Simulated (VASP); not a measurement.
# HfTiH6 (R-3m) in VASP: further runs, part 2 of 2

VASP 6.6.1. Earlier steps stand in the parts before.

## 5. Single point, PBE

This run uses another cell than the first one, of 6.78 Å³/atom.

Input file INCAR:

```
SYSTEM = HfTiH6
PREC = Accurate ; ENCUT = 520
EDIFF = 1E-7 ; ISMEAR = 0
SIGMA = 0.1 ; LREAL = .FALSE.
LASPH = .TRUE. ; NELM = 100
ALGO = Normal ; ISIF = 2
LWAVE = .FALSE. ; LCHARG = .FALSE.
GGA = PE ; NBANDS = 24
```

Input file KPOINTS:

```
Automatic mesh
0
G
  12 12 12
  0 0 0
```

Input file POSCAR:

```
HfTiH6
1.0
    2.6291404122      1.5179349247      2.2651423526
   -2.6291404122      1.5179349247      2.2651423526
    0.0000000000     -3.0358698494      2.2651423526
Hf Ti H
1 1 6
Direct
    0.0000000000      0.0000000000      0.0000000000
    0.5000000000      0.5000000000      0.5000000000
    0.3570316586      0.3570316586      0.9843240047
    0.9843240047      0.3570316586      0.3570316586
    0.3570316586      0.9843240047      0.3570316586
    0.0156759953      0.6429683414      0.6429683414
    0.6429683414      0.6429683414      0.0156759953
    0.6429683414      0.0156759953      0.6429683414
```

Potentials or basis: VASP PAW PBE potentials, release 64 (Hf_pv, Ti_sv, H).

The run is started by

```
cat potpaw_PBE.64/Hf_pv/POTCAR potpaw_PBE.64/Ti_sv/POTCAR potpaw_PBE.64/H/POTCAR > POTCAR
mpirun -np 1 vasp_std > vasp.out
```

OUTCAR:

```text
SYSTEM = HfTiH6
   PREC = Accurate
   ENCUT = 520
   EDIFF = 1E-7
   ISMEAR = 0
   LREAL = .FALSE.
   LASPH = .TRUE.
   NELM = 100
   ISIF = 2
   GGA = PE

 ion  position               nearest neighbor table
   1  0.000  0.000  0.000-   3 1.94   7 1.94   5 1.94   6 1.94   4 1.94   8 1.94   2 3.24   2 3.24
                             2 3.24   2 3.24   2 3.24   2 3.24
   2  0.500  0.500  0.500-   1 3.24   1 3.24   1 3.24   1 3.24   1 3.24   1 3.24
   3  0.357  0.357  0.984-   1 1.94
   4  0.984  0.357  0.357-   1 1.94
   5  0.357  0.984  0.357-   1 1.94
   6  0.016  0.643  0.643-   1 1.94
   7  0.643  0.643  0.016-   1 1.94
   8  0.643  0.016  0.643-   1 1.94

  LATTYP: Found a trigonal (rhomboedric) cell.
 ALAT       =     3.7877929748
 COS(alpha) =     0.0364259653

  Lattice vectors:

 A1 = (   2.6291404122,   1.5179349247,   2.2651423526)
 A2 = (  -2.6291404122,   1.5179349247,   2.2651423526)
 A3 = (   0.0000000000,  -3.0358698494,   2.2651423526)

Analysis of symmetry for initial positions (statically):
=====================================================================
 Subroutine PRICEL returns:
 Original cell was already a primitive cell.

 Routine SETGRP: Setting up the symmetry group for a
 trigonal (rhombohedral) supercell.

 Subroutine GETGRP returns: Found 12 space group operations
 (whereof 12 operations were pure point group operations)
 out of a pool of 12 trial point group operations.

The static configuration has the point symmetry D_3d.

Analysis of symmetry for dynamics (positions and initial velocities):
=====================================================================
 Subroutine PRICEL returns:
 Original cell was already a primitive cell.

 Routine SETGRP: Setting up the symmetry group for a
 trigonal (rhombohedral) supercell.

 Subroutine GETGRP returns: Found 12 space group operations
 (whereof 12 operations were pure point group operations)
 out of a pool of 12 trial point group operations.

The dynamic configuration has the point symmetry D_3d.

 Subroutine INISYM returns: Found 12 space group operations
 (whereof 12 operations are pure point group operations),
 and found     1 'primitive' translations

----------------------------------------------------------------------------------------

                                     Primitive cell

  volume of cell :      54.2393

  direct lattice vectors                    reciprocal lattice vectors
     2.629140412  1.517934925  2.265142353     0.190176226  0.109798295  0.147157786
    -2.629140412  1.517934925  2.265142353    -0.190176226  0.109798295  0.147157786
     0.000000000 -3.035869849  2.265142353     0.000000000 -0.219596590  0.147157786

  length of vectors
     3.787792975  3.787792975  3.787792975     0.264344617  0.264344617  0.264344617

  position of ions in fractional coordinates (direct lattice)
     0.000000000  0.000000000  0.000000000
     0.500000000  0.500000000  0.500000000
     0.357031659  0.357031659  0.984324005
     0.984324005  0.357031659  0.357031659
     0.357031659  0.984324005  0.357031659
     0.015675995  0.642968341  0.642968341
     0.642968341  0.642968341  0.015675995
     0.642968341  0.015675995  0.642968341

  ion indices of the primitive-cell ions
[... 41 lines left out ...]
  0.250000 -0.000000 -0.000000      6.000000
  0.333333  0.000000  0.000000      6.000000
  0.416667 -0.000000  0.000000      6.000000
[... 16 lines left out ...]
  0.500000  0.166667  0.000000     12.000000
 -0.416667  0.166667  0.000000     12.000000
 [... further k-points ...]
   k-points           NKPTS =    189   k-points in BZ     NKDIM =    189   number of bands    NBANDS=     24
   number of dos      NEDOS =    301   number of ions     NIONS =      8
   total plane-waves  NPLWV =  21952
   dimension x,y,z NGX =    28 NGY =   28 NGZ =   28
   dimension x,y,z NGXF=    56 NGYF=   56 NGZF=   56
   ions per type =               1   1   6
   NGX,Y,Z   is equivalent  to a cutoff of  12.29, 12.29, 12.29 a.u.
   NGXF,Y,Z  is equivalent  to a cutoff of  24.58, 24.58, 24.58 a.u.
 SYSTEM =  HfTiH6
   PREC   = accura    normal or accurate (medium, high low for compatibility)
   ISTART =      0    job   : 0-new  1-cont  2-samecut
   ICHARG =      2    charge: 1-file 2-atom 10-const
   ISPIN  =      1    spin polarized calculation?
   LNONCOLLINEAR =      F non collinear calculations
   LSORBIT =      F    spin-orbit coupling
   LASPH  =      T    aspherical Exc in radial PAW
   ENCUT  =  520.0 eV  38.22 Ry    6.18 a.u.   7.04  7.04  7.04*2*pi/ulx,y,z
   NELM   =    100;   NELMIN=  2; NELMDL= -5     # of ELM steps
   EDIFF  = 0.1E-06   stopping-criterion for ELM
   LREAL  =      F    real-space projection
   EDIFFG = 0.1E-05   stopping-criterion for IOM
   NSW    =      0    number of steps for IOM
   IBRION =     -1    ionic relax: 0-MD 1-quasi-New 2-CG
   NFREE  =      0    steps in history (QN), initial steepest desc. (CG)
   ISIF   =      2    stress and relaxation
   ISYM   =      2    0-nonsym 1-usesym 2-fastsym
   POTIM  = 0.5000    time-step for ionic-motion
   TEBEG  =    0.0;   TEEND  =   0.0 temperature during run
   PSTRESS=    0.0 pullay stress
   NELECT =      28.0000    total number of electrons
   NUPDOWN=      -1.0000    fix difference up-down
   EMIN   =  10.00;   EMAX   =-10.00  energy-range for DOS
   EFERMI =   0.00;   METHOD = LEGACY
   ISMEAR =     0;   SIGMA  =   0.10  broadening in eV -4-tet -1-fermi 0-gaus
   EFERMI_NEDOS =   21; number of points for ismear=-14 and -15
   IALGO  =     38    algorithm
   IMIX   =      4    mixing-type and parameters
     AMIX     =   0.40;   BMIX     =  1.00
     AMIX_MAG =   1.60;   BMIX_MAG =  1.00
  volume/ion in A,a.u.               =       6.78        45.75
  Fermi-wavevector in a.u.,A,eV,Ry     =   1.313277  2.481733 23.465914  1.724696
  Thomas-Fermi vector in A             =   2.443611
   LORBIT       =      0    0 simple, 1 ext, 2 COOP (PROOUT), +10 PAW based schemes
   GGA     = PE    functional components
   LHFCALC =     F    Hartree Fock is set to
   AEXX    =    0.0000 exact exchange contribution
   IVDW    =     0    specifies the selected vdW correction
   LEPSILON=     F    determine dielectric tensor
   LRPA    =     F    only Hartree local field effects (RPA)
 non-spin polarized calculation
 Gauss-broadening in eV      SIGMA  =   0.10
  energy-cutoff  :      520.00
  volume of cell :       54.24
 maximum number of plane-waves:      1479
   NGX = 15   NGY = 15   NGZ = 15

 number of electron      28.0000003 magnetization

 Free energy of the ion-electron system (eV)
  ---------------------------------------------------
  ext. energy  EPLUGINS =         0.00000000
  ---------------------------------------------------
  free energy    TOTEN  =       -38.08081400 eV

  energy without entropy =      -38.06985729  energy(sigma->0) =      -38.07533565

 E-fermi :   6.2067     XC(G=0): -11.3835

 val. band max:        6.2060472124   @ k =  -0.1667   0.1667   0.0000
 cond. band min:       6.2101854794   @ k =  -0.3333   0.2500   0.0833
 fundamental gap:      0.0041382669
 Fermi energy:         6.2066986943

 k-point     1 :       0.0000    0.0000    0.0000
  band No.  band energies     occupation
      1     -51.3577      2.00000
      2     -27.7401      2.00000
      3     -27.5845      2.00000
      4     -27.5845      2.00000
      5     -25.1720      2.00000
      6     -25.1720      2.00000
[... 637 lines left out ...]
     23      12.7651      0.00000
     24      14.6516      0.00000

 [... further k-points ...]

------------------------ aborting loop because EDIFF is reached ----------------------------------------

  FORCE on cell =-STRESS in cart. coord.  units (eV):
  Direction    XX          YY          ZZ          XY          YZ          ZX
  --------------------------------------------------------------------------------------
  -------------------------------------------------------------------------------------
  Total       -0.1796152     -0.1796152     -0.1183604      0.0000000      0.0000000      0.0000000
  in kB       -5.3056662     -5.3056662     -3.4962578      0.0000000      0.0000000      0.0000000
  external PRESSURE =      -4.7025301 kB  Pullay stress =       0.0000000 kB

 VOLUME and BASIS-vectors are now :
 -----------------------------------------------------------------------------
  energy-cutoff  :      520.00
  volume of cell :       54.24
      direct lattice vectors                 reciprocal lattice vectors
     2.629140412  1.517934925  2.265142353     0.190176226  0.109798295  0.147157786
    -2.629140412  1.517934925  2.265142353    -0.190176226  0.109798295  0.147157786
     0.000000000 -3.035869849  2.265142353     0.000000000 -0.219596590  0.147157786

 POSITION                                       TOTAL-FORCE (eV/Angst)
 -----------------------------------------------------------------------------------
      0.00000      0.00000      0.00000        -0.000000     -0.000000      0.000000
      0.00000      0.00000      3.39771         0.000000     -0.000000      0.000000
      0.00000     -1.90438      3.84709         0.000000     -0.000743      0.000739
      1.64924      0.95219      3.84709         0.000644      0.000372      0.000739
     -1.64924      0.95219      3.84709        -0.000644      0.000372      0.000739
     -1.64924     -0.95219      2.94834        -0.000644     -0.000372     -0.000739
      0.00000      1.90438      2.94834         0.000000      0.000743     -0.000739
      1.64924     -0.95219      2.94834         0.000644     -0.000372     -0.000739
 -----------------------------------------------------------------------------------
    total drift:                               -0.000000     -0.000000      0.000000

  FREE ENERGIE OF THE ION-ELECTRON SYSTEM (eV)
  ---------------------------------------------------
  free  energy   TOTEN  =       -38.0808139995 eV

  energy  without entropy=      -38.0698572911  energy(sigma->0) =      -38.07533565
```

Wall time 4.2 min (1 thread of AMD EPYC 7R43 (Zen 3), shared host); peak memory 0.32 GiB.

What came out:

```yaml
Free_energy: -38.0808 eV
Pressure: -0.5 GPa
Band_gap_on_the_k_mesh: zero (bands 14 and 15 overlap by 1.42 eV)
```

Stress tensor (GPa, compression positive):
```
-0.53  0.00  0.00
 0.00 -0.53  0.00
 0.00  0.00 -0.35
```

Caveat: spin-orbit coupling is left out, which moves the levels of the heavy elements.

## 6. Relaxation of cell and atoms, PBE

Input file INCAR:

```
SYSTEM = HfTiH6
PREC = Accurate ; ENCUT = 600
EDIFF = 1E-6 ; ISMEAR = 0
SIGMA = 0.1 ; LREAL = .FALSE.
LASPH = .TRUE. ; NELM = 60
ALGO = Normal ; ISIF = 3
LWAVE = .FALSE. ; LCHARG = .FALSE.
GGA = PE ; IBRION = 2
NSW = 100 ; EDIFFG = -0.01
```

Input file KPOINTS:

```
regular mesh
0
G
  12 12 12
  0 0 0
```

Input file POSCAR:

```
HfTiH6
1.0
    2.6170299040      1.5109429195      2.2810869556
   -2.6170299040      1.5109429195      2.2810869556
    0.0000000000     -3.0218858390      2.2810869556
Hf Ti H
1 1 6
Direct
    0.0000000000      0.0000000000      0.0000000000
    0.5000000000      0.5000000000      0.5000000000
    0.3568346074      0.3568346074      0.9834364019
    0.9834364019      0.3568346074      0.3568346074
    0.3568346074      0.9834364019      0.3568346074
    0.0165635981      0.6431653926      0.6431653926
    0.6431653926      0.6431653926      0.0165635981
    0.6431653926      0.0165635981      0.6431653926
```

Potentials or basis: VASP PAW PBE potentials, release 64 (Hf_pv, Ti_sv, H).

The run is started by

```
cat potpaw_PBE.64/Hf_pv/POTCAR potpaw_PBE.64/Ti_sv/POTCAR potpaw_PBE.64/H/POTCAR > POTCAR
mpirun -np 1 vasp_std > vasp.out
```

It took 16 min on 1 thread of AMD EPYC 7R43 (Zen 3), shared host; peak memory 0.35 GiB.

Results (log left out):

```
Free energy                           : -38.0840 eV
Relaxed volume                        : 6.76 Å³/atom
Relaxed cell                          : a = 3.784 Å, b = 3.784 Å, c = 3.784 Å, α = 87.82°, β = 87.82°, γ = 87.82°
Space group after relaxing (to 0.1 Å) : R-3m (No. 166)
Energy gained by relaxing             : 0.2 meV/atom
Ionic steps                           : 10
Pressure after relaxing               : 0.0 GPa
Largest force after relaxing          : 0.004 eV/Å
Band gap on the k mesh                : zero (bands 14 and 15 overlap by 1.42 eV)
```

Forces on the atoms (eV/Å):
```
Hf   0.000  0.000  0.000
Ti   0.000  0.000  0.000
H    0.000  0.002  0.004
H   -0.002 -0.001  0.004
H    0.002 -0.001  0.004
H    0.002  0.001 -0.004
H    0.000 -0.002 -0.004
H   -0.002  0.001 -0.004
```

Step by step:
```tsv
step	energy change (eV)	largest force (eV/Å)	pressure (GPa)	volume (Å³)
1	0.0000	0.0253	-0.26	54.12
2	-0.0007	0.0165	-0.03	54.03
3	-0.0010	0.0247	0.29	53.94
4	-0.0013	0.0175	0.15	54.00
5	-0.0014	0.0102	-0.05	54.09
6	-0.0014	0.0105	-0.06	54.09
7	-0.0014	0.0136	0.04	54.05
8	-0.0014	0.0111	-0.05	54.08
9	-0.0014	0.0102	-0.08	54.08
10	-0.0015	0.0043	-0.02	54.05
```

Final structure:
```
Hf Ti H
1.0
     2.62406    1.51500    2.26594
    -2.62406    1.51500    2.26594
     0.00000   -3.03000    2.26594
Hf Ti H
1 1 6
Direct
  0.00000 0.00000 0.00000
  0.50000 0.50000 0.50000
  0.35702 0.35702 0.98470
  0.98470 0.35702 0.35702
  0.35702 0.98470 0.35702
  0.01530 0.64298 0.64298
  0.64298 0.64298 0.01530
  0.64298 0.01530 0.64298
```

Levels at points of the mesh, in eV from the Fermi level:
| k point | band 12 | band 13 | band 14 | band 15 | band 16 | band 17 |
| --- | --- | --- | --- | --- | --- | --- |
| (0.00, 0.00, 0.00) | -0.91 | -0.91 | -0.57 | -0.57 | -0.38 | 1.17 |
| (0.50, 0.00, 0.00) | -3.08 | -2.65 | -0.56 | -0.40 | 0.40 | 0.81 |
| (0.50, 0.50, 0.00) | -3.48 | -2.20 | 0.07 | 0.53 | 0.78 | 1.54 |
| (0.50, 0.50, 0.50) | -3.45 | -3.45 | 0.83 | 0.83 | 1.51 | 1.94 |

Caveat: spin-orbit coupling is left out, which moves the levels of the heavy elements.

## 7. The runs side by side

| task | cell | k mesh | cutoff (eV) | gap on the mesh (eV) | pressure (GPa) | relaxed volume (Å³/atom) | largest force (eV/Å) |
| --- | --- | --- | --- | --- | --- | --- | --- |
| single point | a = 3.786 Å, angles 87.5°, 8 atoms, atomic positions A | 6 × 6 × 6 | 520 | none | -0.5 | - | - |
| single point | a = 4.069 Å, angles 97.7°, 8 atoms, atomic positions B | 6 × 6 × 6 | 520 | none | 40.0 | - | 8.07 |
| relaxation of cell and atoms | relaxed from a = 4.069 Å, angles 97.7°, 8 atoms, atomic positions B | 6 × 6 × 6 | 600 | none | 0.3 | 6.73 | 0.02 |
| single point | a = 3.788 Å, angles 87.9°, 8 atoms, atomic positions A | 12 × 12 × 12 | 520 | none | -0.5 | - | - |
| relaxation of cell and atoms | relaxed from a = 3.786 Å, angles 87.5°, 8 atoms, atomic positions A | 12 × 12 × 12 | 600 | none | 0.0 | 6.76 | - |

Alike in all rows: level PBE; potentials or basis VASP PAW PBE potentials, release 64 (Hf_pv, Ti_sv, H); no spin polarisation; smearing gaussian 0.1 eV.

Caveats: spin-orbit coupling is left out, which moves the levels of the heavy elements; the cell stands under pressure (at least some runs); forces of over 1 eV/Å act on the atoms, so gaps and moduli don't describe the material at rest (at least some runs); the volume moved by over 15 % at a fixed basis, so the end points are rough (at least some runs).

Total energies depend on the potentials used, so only differences within one code and one set of settings carry meaning.
